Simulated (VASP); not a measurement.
# CoSi (Pm-3m) in VASP: settings compared

Aim: see how the results for CoSi move with the level of theory and the settings. Levels: LDA, PBEsol. Tasks: single point.

All numbers are computed with VASP 6.6.1; they aren't measurements. Logs are shortened: lines on timing, memory, paths and dates and some standing lists are left out, and cuts for length are marked.

## 1. The cell of the first run

Symmetry: Pm-3m, No. 221, cubic system. Conventional cell: a = 2.744 Å, b = 2.744 Å, c = 2.744 Å, α = 90.00°, β = 90.00°, γ = 90.00°. Co (site symmetry m-3m) has 8 Si at 2.38 Å and 6 Co at 2.74 Å within 3.1 Å. Within 3.1 Å of Si (site symmetry m-3m) lie 8 Co at 2.38 Å and 6 Si at 2.74 Å.

## 2. Single point, LDA, collinear spin, ferromagnetic start (volume scaled by 0.96)

Input file INCAR:

```
ALGO = Normal
EDIFF = 1E-6
ENCUT = 520
GGA = CA
ISIF = 2
ISMEAR = -1
ISPIN = 2
LASPH = True
LCHARG = False
LMAXMIX = 4
LORBIT = 11
LREAL = False
LWAVE = False
MAGMOM = 2 0
NBANDS = 18
NELM = 150
PREC = Accurate
SIGMA = 0.05
```

Input file KPOINTS:

```
k-points
0
Gamma
  10 10 10
```

Input file POSCAR:

```
CoSi
1.0
    2.7437437974      0.0000000000      0.0000000000
    0.0000000000      2.7437437974      0.0000000000
    0.0000000000      0.0000000000      2.7437437974
Co Si
1 1
Direct
    0.0000000000      0.0000000000      0.0000000000
    0.5000000000      0.5000000000      0.5000000000
```

Potentials or basis: VASP PAW LDA potentials, release 64 (Co, Si).

Launch:

```
cat potpaw_LDA.64/Co/POTCAR potpaw_LDA.64/Si/POTCAR > POTCAR
mpirun -np 1 vasp_std > vasp.out
```

OUTCAR:

```text
EDIFF = 1E-6
   ENCUT = 520
   GGA = CA
   ISIF = 2
   ISMEAR = -1
   ISPIN = 2
   LASPH = True
   LORBIT = 11
   LREAL = False
   NELM = 150
   PREC = Accurate

 ion  position               nearest neighbor table
   1  0.000  0.000  0.000-   2 2.38   2 2.38   2 2.38   2 2.38   2 2.38   2 2.38   2 2.38   2 2.38

   2  0.500  0.500  0.500-   1 2.38   1 2.38   1 2.38   1 2.38   1 2.38   1 2.38   1 2.38   1 2.38

  LATTYP: Found a simple cubic cell.
 ALAT       =     2.7437437974

  Lattice vectors:

 A1 = (   2.7437437974,   0.0000000000,   0.0000000000)
 A2 = (   0.0000000000,   2.7437437974,   0.0000000000)
 A3 = (   0.0000000000,   0.0000000000,   2.7437437974)

Analysis of symmetry for initial positions (statically):
=====================================================================
 Subroutine PRICEL returns:
 Original cell was already a primitive cell.

 Routine SETGRP: Setting up the symmetry group for a
 simple cubic supercell.

 Subroutine GETGRP returns: Found 48 space group operations
 (whereof 48 operations were pure point group operations)
 out of a pool of 48 trial point group operations.

The static configuration has the point symmetry O_h .

Analysis of symmetry for dynamics (positions and initial velocities):
=====================================================================
 Subroutine PRICEL returns:
 Original cell was already a primitive cell.

 Routine SETGRP: Setting up the symmetry group for a
 simple cubic supercell.

 Subroutine GETGRP returns: Found 48 space group operations
 (whereof 48 operations were pure point group operations)
 out of a pool of 48 trial point group operations.

The dynamic configuration has the point symmetry O_h .

Analysis of structural, dynamic, and magnetic symmetry:
=====================================================================
 Subroutine PRICEL returns:
 Original cell was already a primitive cell.

 Routine SETGRP: Setting up the symmetry group for a
 simple cubic supercell.

 Subroutine GETGRP returns: Found 48 space group operations
 (whereof 48 operations were pure point group operations)
 out of a pool of 48 trial point group operations.

The overall configuration has the point symmetry O_h .

 Subroutine INISYM returns: Found 48 space group operations
 (whereof 48 operations are pure point group operations),
 and found     1 'primitive' translations

----------------------------------------------------------------------------------------

                                     Primitive cell

  volume of cell :      20.6553

  direct lattice vectors                    reciprocal lattice vectors
     2.743743797  0.000000000  0.000000000     0.364465516  0.000000000  0.000000000
     0.000000000  2.743743797  0.000000000     0.000000000  0.364465516  0.000000000
     0.000000000  0.000000000  2.743743797     0.000000000  0.000000000  0.364465516

  length of vectors
     2.743743797  2.743743797  2.743743797     0.364465516  0.364465516  0.364465516

  position of ions in fractional coordinates (direct lattice)
     0.000000000  0.000000000  0.000000000
     0.500000000  0.500000000  0.500000000

  ion indices of the primitive-cell ions
   primitive index   ion index
                 1           1
                 2           2

----------------------------------------------------------------------------------------

 KPOINTS: k-points

Automatic generation of k-mesh.
 Grid dimensions read from file:
 generate k-points for:   10   10   10

 Generating k-lattice:

  Cartesian coordinates                     Fractional coordinates (reciprocal lattice)
     0.036446552  0.000000000  0.000000000     0.100000000  0.000000000  0.000000000
     0.000000000  0.036446552  0.000000000     0.000000000  0.100000000  0.000000000
     0.000000000  0.000000000  0.036446552     0.000000000  0.000000000  0.100000000

  Length of vectors
     0.036446552  0.036446552  0.036446552

  Shift w.r.t. Gamma in fractional coordinates (k-lattice)
     0.000000000  0.000000000  0.000000000

 Subroutine IBZKPT returns following result:
 ===========================================

 Found     56 irreducible k-points:

 Following reciprocal coordinates:
            Coordinates               Weight
  0.000000  0.000000  0.000000      1.000000
  0.100000  0.000000  0.000000      6.000000
  0.200000  0.000000  0.000000      6.000000
  0.300000  0.000000  0.000000      6.000000
  0.400000  0.000000  0.000000      6.000000
  0.500000  0.000000  0.000000      3.000000
[... 16 lines left out ...]
  0.200000  0.100000  0.100000     24.000000
  0.300000  0.100000  0.100000     24.000000
 [... further k-points ...]
   k-points           NKPTS =     56   k-points in BZ     NKDIM =     56   number of bands    NBANDS=     18
   number of dos      NEDOS =    301   number of ions     NIONS =      2
   total plane-waves  NPLWV =   8000
   dimension x,y,z NGX =    20 NGY =   20 NGZ =   20
   dimension x,y,z NGXF=    40 NGYF=   40 NGZF=   40
   ions per type =               1   1
   NGX,Y,Z   is equivalent  to a cutoff of  12.12, 12.12, 12.12 a.u.
   NGXF,Y,Z  is equivalent  to a cutoff of  24.24, 24.24, 24.24 a.u.
 SYSTEM =  unknown system
   PREC   = accura    normal or accurate (medium, high low for compatibility)
   ISTART =      0    job   : 0-new  1-cont  2-samecut
   ICHARG =      2    charge: 1-file 2-atom 10-const
   ISPIN  =      2    spin polarized calculation?
   LNONCOLLINEAR =      F non collinear calculations
   LSORBIT =      F    spin-orbit coupling
   LASPH  =      T    aspherical Exc in radial PAW
   ENCUT  =  520.0 eV  38.22 Ry    6.18 a.u.   5.10  5.10  5.10*2*pi/ulx,y,z
   NELM   =    150;   NELMIN=  2; NELMDL= -5     # of ELM steps
   EDIFF  = 0.1E-05   stopping-criterion for ELM
   LREAL  =      F    real-space projection
   EDIFFG = 0.1E-04   stopping-criterion for IOM
   NSW    =      0    number of steps for IOM
   IBRION =     -1    ionic relax: 0-MD 1-quasi-New 2-CG
   NFREE  =      0    steps in history (QN), initial steepest desc. (CG)
   ISIF   =      2    stress and relaxation
   ISYM   =      2    0-nonsym 1-usesym 2-fastsym
   POTIM  = 0.5000    time-step for ionic-motion
   TEBEG  =    0.0;   TEEND  =   0.0 temperature during run
   PSTRESS=    0.0 pullay stress
   NELECT =      13.0000    total number of electrons
   NUPDOWN=      -1.0000    fix difference up-down
   EMIN   =  10.00;   EMAX   =-10.00  energy-range for DOS
   EFERMI =   0.00;   METHOD = LEGACY
   ISMEAR =    -1;   SIGMA  =   0.05  broadening in eV -4-tet -1-fermi 0-gaus
   EFERMI_NEDOS =   21; number of points for ismear=-14 and -15
   IALGO  =     38    algorithm
   IMIX   =      4    mixing-type and parameters
     AMIX     =   0.40;   BMIX     =  1.00
     AMIX_MAG =   1.60;   BMIX_MAG =  1.00
  volume/ion in A,a.u.               =      10.33        69.69
  Fermi-wavevector in a.u.,A,eV,Ry     =   1.402961  2.651213 26.780357  1.968301
  Thomas-Fermi vector in A             =   2.525671
   LORBIT       =     11    0 simple, 1 ext, 2 COOP (PROOUT), +10 PAW based schemes
   GGA     = CA    functional components
   LHFCALC =     F    Hartree Fock is set to
   AEXX    =    0.0000 exact exchange contribution
   IVDW    =     0    specifies the selected vdW correction
   LEPSILON=     F    determine dielectric tensor
   LRPA    =     F    only Hartree local field effects (RPA)
 spin polarized calculation
  energy-cutoff  :      520.00
  volume of cell :       20.66
 maximum number of plane-waves:       587
   NGX = 11   NGY = 11   NGZ = 11

 number of electron      13.0000015 magnetization       0.0071164

 Free energy of the ion-electron system (eV)
  ---------------------------------------------------
  ext. energy  EPLUGINS =         0.00000000
  ---------------------------------------------------
  free energy    TOTEN  =       -15.24345285 eV

  energy without entropy =      -15.22710143  energy(sigma->0) =      -15.23527714

 E-fermi :  13.2722     XC(G=0): -13.3374

 val. band max:       13.2712516317   @ k =   0.3000   0.1000   0.0000
 cond. band min:      13.2905826347   @ k =   0.4000   0.4000   0.2000
 fundamental gap:      0.0193310030
 Fermi energy:        13.2721563587

 spin component 1

 k-point     1 :       0.0000    0.0000    0.0000
  band No.  band energies     occupation
      1      -1.1795      1.00000
      2       9.3372      1.00000
      3       9.3372      1.00000
      4      11.9710      1.00000
      5      11.9710      1.00000
      6      11.9710      1.00000
[... 10 lines left out ...]
     17      37.2650      0.00000
     18      37.2650      0.00000
[... 463 lines left out ...]
 k-point    24 :       0.3000    0.1000    0.1000
  band No.  band energies     occupation
      1       0.9176      1.00000
      2       7.5325      1.00000
      3       9.7346      1.00000
      4      10.8347      1.00000
      5      10.9161      1.00000
      6      11.8092      1.00000
[... 10 lines left out ...]
     17      34.4065      0.00000
     18      39.6332      0.00000

 [... further k-points ...]

 spin component 2

 k-point     1 :       0.0000    0.0000    0.0000
  band No.  band energies     occupation
      1      -1.1791      1.00000
      2       9.3433      1.00000
      3       9.3433      1.00000
      4      11.9761      1.00000
      5      11.9761      1.00000
      6      11.9761      1.00000
[... 10 lines left out ...]
     17      37.2654      0.00000
     18      37.2654      0.00000
[... 463 lines left out ...]
 k-point    24 :       0.3000    0.1000    0.1000
  band No.  band energies     occupation
      1       0.9180      1.00000
      2       7.5345      1.00000
      3       9.7403      1.00000
      4      10.8396      1.00000
      5      10.9205      1.00000
      6      11.8143      1.00000
[... 10 lines left out ...]
     17      34.4074      0.00000
     18      39.6344      0.00000

 [... further k-points ...]

------------------------ aborting loop because EDIFF is reached ----------------------------------------

  FORCE on cell =-STRESS in cart. coord.  units (eV):
  Direction    XX          YY          ZZ          XY          YZ          ZX
  --------------------------------------------------------------------------------------
  -------------------------------------------------------------------------------------
  Total       -0.5473350     -0.5473350     -0.5473350     -0.0000000     -0.0000000     -0.0000000
  in kB      -42.4554187    -42.4554187    -42.4554187     -0.0000000     -0.0000000     -0.0000000
  external PRESSURE =     -42.4554187 kB  Pullay stress =       0.0000000 kB

 VOLUME and BASIS-vectors are now :
 -----------------------------------------------------------------------------
  energy-cutoff  :      520.00
  volume of cell :       20.66
      direct lattice vectors                 reciprocal lattice vectors
     2.743743797  0.000000000  0.000000000     0.364465516  0.000000000  0.000000000
     0.000000000  2.743743797  0.000000000     0.000000000  0.364465516  0.000000000
     0.000000000  0.000000000  2.743743797     0.000000000  0.000000000  0.364465516

 POSITION                                       TOTAL-FORCE (eV/Angst)
 -----------------------------------------------------------------------------------
      0.00000      0.00000      0.00000         0.000000      0.000000      0.000000
      1.37187      1.37187      1.37187         0.000000      0.000000      0.000000
 -----------------------------------------------------------------------------------
    total drift:                               -0.000000      0.000000     -0.000000

  FREE ENERGIE OF THE ION-ELECTRON SYSTEM (eV)
  ---------------------------------------------------
  free  energy   TOTEN  =       -15.2434528525 eV

  energy  without entropy=      -15.2271014298  energy(sigma->0) =      -15.23527714

 total charge

# of ion       s       p       d       tot
------------------------------------------
    1        0.460   0.622   7.666   8.747
    2        0.711   0.894   0.000   1.605
--------------------------------------------------
tot          1.170   1.516   7.666  10.352

 magnetization (x)

# of ion       s       p       d       tot
------------------------------------------
    1        0.000   0.000   0.007   0.007
    2        0.000   0.000   0.000   0.000
--------------------------------------------------
tot          0.000   0.000   0.007   0.007
```

It took 29 s on 1 thread of AMD EPYC 9R45 (Zen 5), shared host; peak memory 0.11 GiB.

What came out:

```
Free energy                                           : -15.2435 eV
Pressure                                              : -4.2 GPa
Net moment                                            : 0.01 μB per cell
Valence electrons inside the program's atomic spheres : Co 8.75; Si 1.60
```

Caveat: the starting moments collapsed, and a magnetic state may lie lower.

(Part 1 of 2 ends here.)
